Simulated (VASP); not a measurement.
# BAs in VASP: single point with r2SCAN

Aim: the single point of BAs with r2SCAN.

Everything below comes from runs of VASP 6.6.1. Logs are shortened: lines on timing, memory, paths and dates and some standing lists are left out, and cuts for length are marked.

### 1 The cell of the first run

The cell holds a slab with vacuum, 10 atoms: a = 3.383 Å, b = 4.784 Å, c = 23.765 Å, α = 90.00°, β = 90.00°, γ = 90.00°.

### 2 Single point, r2SCAN

Input file POSCAR:

```
BAs
1.0
    3.3826817416      0.0000000000      0.0000000000
    0.0000000000      4.7838343962      0.0000000000
    0.0000000000      0.0000000000     23.7653634832
B As
5 5
Direct
    0.5000000000      0.5000000000      0.3576633703
    0.0000000000      0.0000000000      0.4288316852
    0.5000000000      0.4934532861      0.4998553757
    0.0000000000     -0.0003564285      0.5726777851
    0.5000000000      0.4381531611      0.6269785495
    0.0000000000      0.2500000000      0.3576633703
    0.5000000000      0.7500000000      0.4288316852
    0.0000000000      0.2460315956      0.5004738170
    0.5000000000      0.7532313050      0.5712348038
    0.0000000000      0.2308913910      0.6502063873
```

Input file INCAR.step1:

```
ALGO = Normal ; DIPOL = 0.5 0.5 0.499
EDIFF = 1E-4 ; ENCUT = 520
GGA = PE ; IDIPOL = 3
ISMEAR = 0 ; LASPH = True
LCHARG = False ; LDIPOL = True
LREAL = False ; LWAVE = True
NBANDS = 31 ; NELM = 80
PREC = Accurate ; SIGMA = 0.05
```

Input file INCAR.step2:

```
ALGO = Normal ; DIPOL = 0.5 0.5 0.499
EDIFF = 1E-6 ; ENCUT = 520
IDIPOL = 3 ; ISIF = 2
ISMEAR = 0 ; ISTART = 1
LASPH = True ; LCHARG = False
LDIPOL = True ; LMIXTAU = True
LREAL = False ; LWAVE = False
METAGGA = R2SCAN ; NBANDS = 31
NELM = 80 ; PREC = Accurate
SIGMA = 0.05
```

Input file KPOINTS:

```
k-points
0
Gamma
  8 6 1
```

Potentials or basis: VASP PAW PBE potentials, release 64 (B, As).

Launch:

```
$ cat potpaw_PBE.64/B/POTCAR potpaw_PBE.64/As/POTCAR > POTCAR
$ cp INCAR.step1 INCAR
$ mpirun -np 1 vasp_std > vasp.out
$ cp INCAR.step2 INCAR
$ mpirun -np 1 vasp_std > vasp.out
```

OUTCAR:

```text
EDIFF = 1E-6
   ENCUT = 520
   ISIF = 2
   ISMEAR = 0
   ISTART = 1
   LASPH = True
   LREAL = False
   METAGGA = R2SCAN
   NELM = 80
   PREC = Accurate

 ion  position               nearest neighbor table
   1  0.500  0.500  0.358-   6 2.07   6 2.07   7 2.07
   2  0.000  0.000  0.429-   8 2.07   7 2.07   7 2.07   6 2.07
   3  0.500  0.493  0.500-   8 2.06   8 2.06   7 2.09   9 2.10
   4  0.000  1.000  0.573-   9 2.06   9 2.06   8 2.08  10 2.15
   5  0.500  0.438  0.627-   9 2.01  10 2.04  10 2.04
   6  0.000  0.250  0.358-   1 2.07   1 2.07   2 2.07
   7  0.500  0.750  0.429-   2 2.07   2 2.07   1 2.07   3 2.09
   8  0.000  0.246  0.500-   3 2.06   3 2.06   2 2.07   4 2.08
   9  0.500  0.753  0.571-   5 2.01   4 2.06   4 2.06   3 2.10
  10  0.000  0.231  0.650-   5 2.04   5 2.04   4 2.15

  LATTYP: Found a simple orthorhombic cell.
 ALAT       =     3.3826817416
 B/A-ratio  =     1.4142135624
 C/A-ratio  =     7.0255984153

  Lattice vectors:

 A1 = (   3.3826817416,   0.0000000000,   0.0000000000)
 A2 = (   0.0000000000,   4.7838343962,   0.0000000000)
 A3 = (   0.0000000000,   0.0000000000,  23.7653634832)

Analysis of symmetry for initial positions (statically):
=====================================================================
 Subroutine PRICEL returns:
 Original cell was already a primitive cell.

 Routine SETGRP: Setting up the symmetry group for a
 simple orthorhombic supercell.

 Subroutine GETGRP returns: Found  2 space group operations
 (whereof  2 operations were pure point group operations)
 out of a pool of  8 trial point group operations.

The static configuration has the point symmetry C_1h.

Analysis of symmetry for dynamics (positions and initial velocities):
=====================================================================
 Subroutine PRICEL returns:
 Original cell was already a primitive cell.

 Routine SETGRP: Setting up the symmetry group for a
 simple orthorhombic supercell.

 Subroutine GETGRP returns: Found  2 space group operations
 (whereof  2 operations were pure point group operations)
 out of a pool of  8 trial point group operations.

The dynamic configuration has the point symmetry C_1h.

 Subroutine INISYM returns: Found  2 space group operations
 (whereof  2 operations are pure point group operations),
 and found     1 'primitive' translations

----------------------------------------------------------------------------------------

                                     Primitive cell

  volume of cell :     384.5756

  direct lattice vectors                    reciprocal lattice vectors
     3.382681742  0.000000000  0.000000000     0.295623436  0.000000000  0.000000000
     0.000000000  4.783834396  0.000000000     0.000000000  0.209037336  0.000000000
     0.000000000  0.000000000 23.765363483     0.000000000  0.000000000  0.042078044

  length of vectors
     3.382681742  4.783834396 23.765363483     0.295623436  0.209037336  0.042078044

  position of ions in fractional coordinates (direct lattice)
     0.500000000  0.500000000  0.357663370
     0.000000000  0.000000000  0.428831685
     0.500000000  0.493453286  0.499855376
     0.000000000  0.999643572  0.572677785
     0.500000000  0.438153161  0.626978550
     0.000000000  0.250000000  0.357663370
     0.500000000  0.750000000  0.428831685
     0.000000000  0.246031596  0.500473817
     0.500000000  0.753231305  0.571234804
     0.000000000  0.230891391  0.650206387

  ion indices of the primitive-cell ions
   primitive index   ion index
                 1           1
                 2           2
                 3           3
                 4           4
                 5           5
                 6           6
                 7           7
                 8           8
                 9           9
                10          10

----------------------------------------------------------------------------------------

 KPOINTS: k-points

Automatic generation of k-mesh.
 Grid dimensions read from file:
 generate k-points for:    8    6    1

 Generating k-lattice:

  Cartesian coordinates                     Fractional coordinates (reciprocal lattice)
     0.036952930  0.000000000  0.000000000     0.125000000  0.000000000  0.000000000
     0.000000000  0.034839556  0.000000000     0.000000000  0.166666667  0.000000000
     0.000000000  0.000000000  0.042078044     0.000000000  0.000000000  1.000000000

  Length of vectors
     0.036952930  0.034839556  0.042078044

  Shift w.r.t. Gamma in fractional coordinates (k-lattice)
     0.000000000  0.000000000  0.000000000

 Subroutine IBZKPT returns following result:
 ===========================================

 Found     20 irreducible k-points:

 Following reciprocal coordinates:
            Coordinates               Weight
  0.000000  0.000000  0.000000      1.000000
  0.125000  0.000000  0.000000      2.000000
  0.250000  0.000000  0.000000      2.000000
  0.375000  0.000000  0.000000      2.000000
  0.500000  0.000000  0.000000      1.000000
  0.000000  0.166667  0.000000      2.000000
[... 12 lines left out ...]
  0.375000  0.500000  0.000000      2.000000
  0.500000  0.500000  0.000000      1.000000
   k-points           NKPTS =     20   k-points in BZ     NKDIM =     20   number of bands    NBANDS=     31
   number of dos      NEDOS =    301   number of ions     NIONS =     10
   total plane-waves  NPLWV = 181440
   dimension x,y,z NGX =    28 NGY =   36 NGZ =  180
   dimension x,y,z NGXF=    56 NGYF=   72 NGZF=  360
   ions per type =               5   5
   NGX,Y,Z   is equivalent  to a cutoff of  13.76, 12.51, 12.59 a.u.
   NGXF,Y,Z  is equivalent  to a cutoff of  27.52, 25.02, 25.18 a.u.
 SYSTEM =  unknown system
   PREC   = accura    normal or accurate (medium, high low for compatibility)
   ISTART =      1    job   : 0-new  1-cont  2-samecut
   ICHARG =      0    charge: 1-file 2-atom 10-const
   ISPIN  =      1    spin polarized calculation?
   LNONCOLLINEAR =      F non collinear calculations
   LSORBIT =      F    spin-orbit coupling
   LASPH  =      T    aspherical Exc in radial PAW
   ENCUT  =  520.0 eV  38.22 Ry    6.18 a.u.   6.29  8.89 44.19*2*pi/ulx,y,z
   NELM   =     80;   NELMIN=  2; NELMDL=  0     # of ELM steps
   EDIFF  = 0.1E-05   stopping-criterion for ELM
   LREAL  =      F    real-space projection
   EDIFFG = 0.1E-04   stopping-criterion for IOM
   NSW    =      0    number of steps for IOM
   IBRION =     -1    ionic relax: 0-MD 1-quasi-New 2-CG
   NFREE  =      0    steps in history (QN), initial steepest desc. (CG)
   ISIF   =      2    stress and relaxation
   ISYM   =      2    0-nonsym 1-usesym 2-fastsym
   POTIM  = 0.5000    time-step for ionic-motion
   TEBEG  =    0.0;   TEEND  =   0.0 temperature during run
   PSTRESS=    0.0 pullay stress
   NELECT =      40.0000    total number of electrons
   NUPDOWN=      -1.0000    fix difference up-down
   EMIN   =  10.00;   EMAX   =-10.00  energy-range for DOS
   EFERMI =   0.00;   METHOD = LEGACY
   ISMEAR =     0;   SIGMA  =   0.05  broadening in eV -4-tet -1-fermi 0-gaus
   EFERMI_NEDOS =   21; number of points for ismear=-14 and -15
   IALGO  =     38    algorithm
   IMIX   =      4    mixing-type and parameters
     AMIX     =   0.40;   BMIX     =  1.00
     AMIX_MAG =   1.60;   BMIX_MAG =  1.00
  volume/ion in A,a.u.               =      38.46       259.52
  Fermi-wavevector in a.u.,A,eV,Ry     =   0.769900  1.454900  8.064796  0.592746
  Thomas-Fermi vector in A             =   1.870988
   LORBIT       =      0    0 simple, 1 ext, 2 COOP (PROOUT), +10 PAW based schemes
   METAGGA = R2SCAN    functional components
   LHFCALC =     F    Hartree Fock is set to
   AEXX    =    0.0000 exact exchange contribution
   IVDW    =     0    specifies the selected vdW correction
   LEPSILON=     F    determine dielectric tensor
   LRPA    =     F    only Hartree local field effects (RPA)
 non-spin polarized calculation
 Gauss-broadening in eV      SIGMA  =   0.05
  energy-cutoff  :      520.00
  volume of cell :      384.58
 maximum number of plane-waves:     10408
 NGX is ok and might be reduce to    28
   NGX = 13   NGY = 17   NGZ = 89

 number of electron      40.0000000 magnetization

 dipolmoment           0.000000      0.000000     -0.019626 electrons x Angstroem

 Free energy of the ion-electron system (eV)
  ---------------------------------------------------
  ext. energy  EPLUGINS =         0.00000000
  ---------------------------------------------------
  free energy    TOTEN  =      -107.12548799 eV

  energy without entropy =     -107.12547884  energy(sigma->0) =     -107.12548341

 E-fermi :  -1.2054     XC(G=0):  -4.5857

 val. band max:       -1.3160311160   @ k =   0.0000   0.0000   0.0000
 cond. band min:      -1.0838834719   @ k =   0.5000   0.1667   0.0000
 fundamental gap:      0.2321476442
 Fermi energy:        -1.2053818713

 k-point     1 :       0.0000    0.0000    0.0000
  band No.  band energies     occupation
      1     -16.9456      2.00000
      2     -15.7433      2.00000
      3     -14.1686      2.00000
      4     -12.9956      2.00000
      5     -12.6590      2.00000
      6     -10.0048      2.00000
[... 23 lines left out ...]
     30       3.6113      0.00000
     31       3.7886      0.00000

 k-point     2 :       0.1250    0.0000    0.0000
  band No.  band energies     occupation
      1     -16.7675      2.00000
      2     -15.5683      2.00000
      3     -14.0007      2.00000
      4     -12.8781      2.00000
      5     -12.5759      2.00000
      6      -9.9300      2.00000
[... 604 lines left out ...]
 k-point    20 :       0.5000    0.5000    0.0000
  band No.  band energies     occupation
      1     -14.0903      2.00000
      2     -13.8666      2.00000
      3     -13.2518      2.00000
      4     -12.5641      2.00000
      5     -12.0714      2.00000
      6     -10.3381      2.00000
[... 23 lines left out ...]
     30       4.6665      0.00000
     31       4.7378      0.00000

------------------------ aborting loop because EDIFF is reached ----------------------------------------

 vacuum level on the upper side and lower side of the slab       (xc-potential included)        -0.115         0.099

  FORCE on cell =-STRESS in cart. coord.  units (eV):
  Direction    XX          YY          ZZ          XY          YZ          ZX
  --------------------------------------------------------------------------------------
  -------------------------------------------------------------------------------------
  Total       -2.5941060     -0.9004298     -0.8151850      0.0000000      1.4114185      0.0000000
  in kB      -10.8072840     -3.7512733     -3.3961354      0.0000000      5.8800993      0.0000000
  external PRESSURE =      -5.9848976 kB  Pullay stress =       0.0000000 kB

 VOLUME and BASIS-vectors are now :
 -----------------------------------------------------------------------------
  energy-cutoff  :      520.00
  volume of cell :      384.58
      direct lattice vectors                 reciprocal lattice vectors
     3.382681742  0.000000000  0.000000000     0.295623436  0.000000000  0.000000000
     0.000000000  4.783834396  0.000000000     0.000000000  0.209037336  0.000000000
     0.000000000  0.000000000 23.765363483     0.000000000  0.000000000  0.042078044

 POSITION                                       TOTAL-FORCE (eV/Angst)
 -----------------------------------------------------------------------------------
      1.69134      2.39192      8.50000         0.000000     -1.579393      2.597879
      0.00000      0.00000     10.19134         0.000000      0.058301      0.645952
      1.69134      2.36060     11.87924         0.000000      0.000780      0.001179
      0.00000      4.78213     13.60990         0.000000     -0.021509     -0.017406
      1.69134      2.09605     14.90037         0.000000      0.005109     -0.002476
      0.00000      1.19596      8.50000         0.000000      0.716695     -2.016860
      1.69134      3.58788     10.19134         0.000000      0.804608     -1.263382
      0.00000      1.17697     11.89394         0.000000      0.009188     -0.010006
      1.69134      3.60333     13.57560         0.000000      0.025342      0.026035
      0.00000      1.10455     15.45239         0.000000     -0.019121      0.039085
 -----------------------------------------------------------------------------------
    total drift:                               -0.000000     -0.000261      0.000297

  FREE ENERGIE OF THE ION-ELECTRON SYSTEM (eV)
  ---------------------------------------------------
  free  energy   TOTEN  =      -107.1254879890 eV

  energy  without entropy=     -107.1254788377  energy(sigma->0) =     -107.12548341

 vacuum level on the upper side and lower side of the slab         3.801         4.019
```

Wall time 22 min (1 thread of Intel Xeon Platinum 8488C (Sapphire Rapids), shared host); peak memory 0.55 GiB.

What came out:

```
Free energy            : -107.1255 eV
Largest force          : 3.040 eV/Å
Band gap on the k mesh : 0.23 eV (least direct gap 0.54 eV)
```

Forces in eV/Å, atoms in the order of the input:
```
B    0.000 -1.579  2.598
B    0.000  0.058  0.646
B    0.000  0.001  0.001
B    0.000 -0.022 -0.017
B    0.000  0.005 -0.002
As   0.000  0.717 -2.017
As   0.000  0.805 -1.263
As   0.000  0.009 -0.010
As   0.000  0.025  0.026
As   0.000 -0.019  0.039
```

Caveat: the PAW data sets were made with another functional, which shifts forces and pressure a little.
